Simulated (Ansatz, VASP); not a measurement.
## Na2W5: VASP beside Ansatz

```
Na W
1.0
     3.44992    0.00000    0.00000
     0.00000    3.44992    0.00000
     0.00000    0.00000   11.38600
Na W
2 5
Direct
  0.00000 0.00000 0.50000
  0.50000 0.50000 0.00000
  0.00000 0.00000 0.18296
  0.00000 0.00000 0.81704
  0.50000 0.50000 0.27912
  0.50000 0.50000 0.72088
  0.50000 0.50000 0.50000
```

Alike in both runs: functional PBE; k mesh 12 × 12 × 4; occupations gaussian, width 0.1 eV; no spin polarisation.

Ansatz relaxed the structure, and its values are those at the end. VASP's run is a single point on that final structure, the one shown.

```csv
,VASP,Ansatz
version,VASP 6.6.1,Ansatz 0.2.0
potentials or method,"VASP PAW PBE potentials, release 64 (Na_pv, W_sv), cutoff 520 eV","scalar-relativistic, plane waves, PAW"
valence electrons in the cell,84,88
```

Ansatz gave:

| Item | Value |
| --- | --- |
| gap on the k mesh at the Fermi level (eV) | none |
| pressure (GPa) | 0.0 |
| rms of the force components (eV/Å) | 0.000 |

Question: Estimate VASP's values.

Answer: gap on the k mesh at the Fermi level (eV): none; pressure (GPa): 0.3; rms of the force components (eV/Å): 0.015.

A gap of «none» marks a metal or a gap that the smearing closes. The functional is the same, so the differences come from potentials, cutoffs and numerics. VASP's potentials hold 84 valence electrons a cell and Ansatz's 88, so a difference there can come from the potentials and not from the codes.

Spin-orbit coupling is off throughout.
